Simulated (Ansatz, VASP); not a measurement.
## KCl in VASP and in Ansatz

The input INCAR:

```
SYSTEM = KCl
PREC     = Accurate       ! precision mode
ENCUT    = 520            ! plane-wave cutoff, eV
EDIFF    = 1E-7           ! SCF threshold, eV
ISMEAR   = -1             ! smearing method
SIGMA    = 0.02           ! smearing width, eV
LREAL    = .FALSE.        ! projectors in reciprocal space
LASPH    = .TRUE.         ! aspherical terms in the spheres
NELM     = 100            ! most SCF steps
ALGO     = Normal         ! electronic algorithm
ISIF     = 2              ! what is computed and relaxed
LWAVE    = .FALSE.        ! write WAVECAR
LCHARG   = .TRUE.         ! write CHGCAR
GGA      = PE             ! functional
LELF     = .TRUE.         ! ELF
LVHAR    = .TRUE.       
NBANDS   = 15             ! bands
```

KPOINTS

```
Automatic mesh
0
G
  8 8 8
  0 0 0
```

File POSCAR:

```
KCl
1.0
    0.0000000000      3.0093042049      3.0093042049
    3.0093042049      0.0000000000      3.0093042049
    3.0093042049      3.0093042049      0.0000000000
K Cl
1 1
Direct
    0.0000000000      0.0000000000      0.0000000000
    0.5000000000      0.5000000000      0.5000000000
```

Input for Ansatz:

```yaml
crystal:
  lattice:
    - [0.0, 3.0093042049, 3.0093042049]
    - [3.0093042049, 0.0, 3.0093042049]
    - [3.0093042049, 3.0093042049, 0.0]
  atoms:
    - { symbol: K, position: [0.0, 0.0, 0.0] }
    - { symbol: Cl, position: [0.5, 0.5, 0.5] }
kpoints:
  mp_grid: { grid: [8, 8, 8] }
  band_path:
    path:
      - [0.0, 0.0, 0.0]
      - [0.5, 0.0, 0.5]
      - [0.625, 0.25, 0.625]
      - [0.375, 0.375, 0.75]
      - [0.5, 0.5, 0.5]
      - [0.5, 0.25, 0.75]
    npoints: 1
hamiltonian:
  xc: pbe
scf:
  occupations: { method: fermi_dirac, width: 0.02 }
  n_extra_bands: 4
output:
  forces: true
  stress: true
  eigenvalues: true
  write_density: true
  write_potential: true
  elf: true
  volumetric_format: npy
```

Change from the starting cell: hydrostatic strain -4.3%.

Alike in both runs: task single point; functional PBE; k mesh 8 × 8 × 8; occupations fermi-dirac, width 0.02 eV; no spin polarisation.

|  | VASP | Ansatz |
| --- | --- | --- |
| version | VASP 6.6.1 | Ansatz 0.2.0 |
| potentials or method | VASP PAW PBE potentials, release 64 (K_sv, Cl) | plane waves, PAW |
| plane-wave cutoff (eV) | 520 | 420 |
| valence electrons in the cell | 16 | 16 |

```csv
,VASP,Ansatz,Ansatz less VASP
gap on the k mesh at the Fermi level (eV),5.69,5.69,+0.003
pressure (GPa),4.4,4.4,-0.08
```

The functional is the same, so the differences come from potentials, cutoffs and numerics.
